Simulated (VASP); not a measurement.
Write the native input for VASP 6.6.1 that does the following.

- Task: single point
- Functional: PBE
- Dispersion: D3(BJ)
- Potentials or basis: VASP PAW PBE potentials, release 64 (I, Mg)
- Cutoff: 520 eV
- k mesh: 9 × 9 × 1
- Occupations: gaussian, width 0.05 eV
- Spin: no spin polarisation
- Dipole correction: yes
- Further INCAR settings: ALGO = Normal; EDIFF = 1e-06; NBANDS = 25

The structure of MgI2 lies in POSCAR:

```
MgI2
1.0
    4.1311066128      0.0000000000      0.0000000000
   -2.0655533064      3.5776432724      0.0000000000
    0.0000000000      0.0000000000     24.2265084657
I Mg
4 2
Direct
    0.3333333333      0.6666666667      0.1857469477
    0.6666666667      0.3333333333      0.3245723272
    0.7777777778      0.5555555556      0.4826636182
    1.1111111111      0.2222222222      0.6214889978
    0.0000000000      0.0000000000      0.2551596374
    0.4444444444     -0.1111111111      0.5520763080
```

The input as run:

INCAR

```
SYSTEM = MgI2
PREC     = Accurate       ! precision mode
ENCUT    = 520            ! plane-wave cutoff, eV
EDIFF    = 1E-6           ! SCF threshold, eV
ISMEAR   = 0              ! smearing method
SIGMA    = 0.05           ! smearing width, eV
LREAL    = .FALSE.        ! projectors in reciprocal space
LASPH    = .TRUE.         ! aspherical terms in the spheres
NELM     = 60             ! most SCF steps
ALGO     = Normal         ! electronic algorithm
ISIF     = 2              ! what is computed and relaxed
LWAVE    = .FALSE.        ! write WAVECAR
LCHARG   = .FALSE.        ! write CHGCAR
LDIPOL   = .TRUE.       
IDIPOL   = 3            
DIPOL    = 0.5 0.5 0.404
GGA      = PE             ! functional
IVDW     = 12             ! dispersion correction
NBANDS   = 25             ! bands
```

KPOINTS

```
Automatic mesh
0
G
  9 9 1
  0 0 0
```

Potentials or basis: VASP PAW PBE potentials, release 64 (I, Mg).

Launch:

```console
$ cat potpaw_PBE.64/I/POTCAR potpaw_PBE.64/Mg/POTCAR > POTCAR
$ mpirun -np 1 vasp_std > vasp.out
```

It gave:

* Largest force: 0.108 eV/Å
* Band gap on the k mesh: 3.54 eV, indirect (least direct gap 3.93 eV)
* Dispersion energy per atom: -0.266 eV

Caveat: spin-orbit coupling is left out, which moves the levels of the heavy elements.

Run time: 10 min on 1 thread of Oxide Virtual Turin-like Processor, on a shared host, peak memory 0.52 GiB.
